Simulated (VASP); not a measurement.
DyC4:

```
Dy C
1.0
    -2.99756    2.99756    1.88052
     2.99756   -2.99756    1.88052
     2.99756    2.99756   -1.88052
Dy C
1 4
Direct
  0.00000 0.00000 0.00000
  0.60000 0.20000 0.80000
  0.80000 0.60000 0.40000
  0.40000 0.80000 0.20000
  0.20000 0.40000 0.60000
```

The cell was generated, and may not be a known phase.

- Program: VASP 6.6.1
- Task: relaxation of cell and atoms
- Functional: PBE
- Potentials or basis: VASP PAW PBE potentials, release 64 (Dy_3, C), 4f in core
- Cutoff: 600 eV
- k mesh: 6 × 6 × 6
- Occupations: gaussian, width 0.1 eV
- Spin: no spin polarisation

At the start: pressure -19.3 GPa; volume 13.52 Å³/atom.

Problem. Where does the relaxation end?

Solution. Over 60 steps the energy falls by 1751.7 meV/atom and the volume is 11.61 Å³/atom (-14.1 %); space group I4/m (No. 87, to 0.1 Å) before, I4/mmm (No. 139, to 0.1 Å).

Step by step:
```
step  energy change (eV)  largest force (eV/Å)  pressure (GPa)  volume (Å³)
   1              0.0000                0.2363          -19.25        67.59
   3             -1.0142                0.9587            0.53        53.74
   5             -2.8429                3.6223            1.56        50.10
   7             -6.5006                2.4244           15.49        45.72
   9             -6.6895                0.6489           23.55        45.25
  11             -6.7688                0.6769           20.90        45.78
  13             -7.0896                0.1765            0.59        50.49
  15             -7.0899                0.1660           -0.27        50.76
  17             -7.0938                0.1581           -0.23        50.79
  19             -7.1144                0.2111            1.10        50.95
  21             -7.5148                0.8392            4.58        51.53
  23             -7.8296                3.7148           -4.58        52.96
  25             -8.2094                1.2920           -1.22        52.63
  27             -8.2149                1.3625           -1.18        52.66
  29             -8.2355                1.7691           -0.97        52.81
  31             -8.2401                2.0030           -0.87        52.88
  33             -8.3277                2.1501            1.57        53.02
  35             -8.2120                1.6477            6.87        53.35
  37             -8.5037                1.3229            6.10        53.47
  39             -8.5958                0.4681            7.16        54.67
  41             -8.6337                0.4915           -5.70        61.37
  43             -8.6783                0.3251           -0.77        58.34
  45             -8.6943                0.5293            0.44        58.35
  47             -8.6974                0.8844            1.35        58.36
  49             -8.7038                0.8254            1.12        58.40
  51             -8.7271                0.5169            0.10        58.57
  53             -8.7414                0.0757           -1.38        58.73
  55             -8.7550                0.0824           -0.47        58.10
  57             -8.7565                0.1411            0.34        57.97
  59             -8.7578                0.0786            0.16        58.00
  60             -8.7584                0.0152           -0.02        58.05
```

Final structure:
```xyz
5
Lattice="-2.6858 2.6859 2.0118 2.6858 -2.6859 2.0118 2.6859 2.6858 -2.0118" Properties=species:S:1:pos:R:3 pbc="T T T"
Dy    0.0000    0.0000    0.0000
C     0.6677    2.6913    0.0000
C     0.0054    2.0182    2.0118
C     2.0182   -0.0054    2.0118
C     2.6804    0.6677    0.0000
```

Caveat: an odd number of electrons without spin polarisation forces a metal; a magnetic or distorted state may lie lower.
